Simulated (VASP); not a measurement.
Write the native input for VASP 6.6.1 that does the following.

| Item | Value |
| --- | --- |
| Task | single point |
| Functional | PBE |
| Potentials or basis | VASP PAW PBE potentials, release 64 (B, Sb, P) |
| Cutoff | 520 eV |
| k mesh | 12 × 12 × 8 |
| Occupations | gaussian, width 0.1 eV |
| Spin | no spin polarisation |
| Dipole correction | no |
| Further INCAR settings | ALGO = Normal; EDIFF = 1e-06; NBANDS = 22 |

The structure of B2SbP3 lies in POSCAR:

```
B2SbP3
1.0
    4.3664605668      0.0000000000      0.0000000000
   -2.1832302834      3.7814657755      0.0000000000
    0.0000000000      0.0000000000      5.5843918473
B Sb P
2 1 3
Direct
    0.3333333333      0.6666666667      0.5808797434
    0.6666666667      0.3333333333      0.5808797434
    0.0000000000      0.0000000000      0.4630740390
    0.3333333333      0.6666666667      0.9310285676
    0.6666666667      0.3333333333      0.9310285676
    0.0000000000      0.0000000000      0.9826618789
```

The input as run:

INCAR

```
ALGO = Normal
EDIFF = 1E-6
ENCUT = 520
GGA = PE
ISIF = 2
ISMEAR = 0
LASPH = True
LCHARG = False
LREAL = False
LWAVE = False
NBANDS = 22
NELM = 100
PREC = Accurate
SIGMA = 0.1
```

KPOINTS

```
k-points
0
Gamma
  12 12 8
```

Potentials or basis: VASP PAW PBE potentials, release 64 (B, Sb, P).

The run is started by

```bash
$ cat potpaw_PBE.64/B/POTCAR potpaw_PBE.64/Sb/POTCAR potpaw_PBE.64/P/POTCAR > POTCAR
$ mpirun -np 1 vasp_std > vasp.out
```

Results of the run:

- Pressure: -0.1 GPa
- Largest force: 0.016 eV/Å
- Band gap on the k mesh: zero (band 13 reaches 9.24 eV, above the bottom of band 14 at 6.49 eV)

Caveat: spin-orbit coupling is left out, which moves the levels of the heavy elements.

It took 99 s on 1 thread of AMD EPYC 9R45 96-Core Processor (Zen 5), on a shared host, peak memory 0.29 GiB.
